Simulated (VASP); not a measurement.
## Mo: single point with PBEsol

Mo:

```
Mo
1.0
     2.74331    0.00000    0.00000
    -1.37166    2.37578    0.00000
     0.00000    0.00000    2.49706
Mo
1
Direct
  0.00000 0.00000 0.50000
```

```
Program             : VASP 6.6.1
Task                : single point
Functional          : PBEsol
Potentials or basis : VASP PAW PBE potentials, release 64 (Mo_sv)
Cutoff              : 520 eV
k mesh              : 18 × 18 × 17
Occupations         : fermi-dirac, width 0.1 eV
Spin                : no spin polarisation
```

The pressure is 0.6 GPa and the band gap on the k mesh is zero (band 7 reaches 12.64 eV, above the bottom of band 8 at 10.71 eV).

Stress tensor (GPa, compression positive):
```
0.46 0.00 0.00
0.00 0.46 0.00
0.00 0.00 0.82
```

Levels at points of the mesh, in eV from the Fermi level:
```
           k point  band 5  band 6  band 7  band 8  band 9  band 10
(0.00, 0.00, 0.00)   -6.81   -4.40   -0.92   -0.92    4.39     4.39
(0.50, 0.00, 0.00)   -4.95   -3.29    1.02    1.41    3.75     4.40
```

It took 39 s on 1 thread of Intel(R) Xeon(R) Platinum 8259CL CPU @ 2.50GHz (Skylake/Cascade Lake) (shared host), peak memory 0.17 GiB.

Caveat: the PAW data sets were made with another functional, which shifts forces and pressure a little.
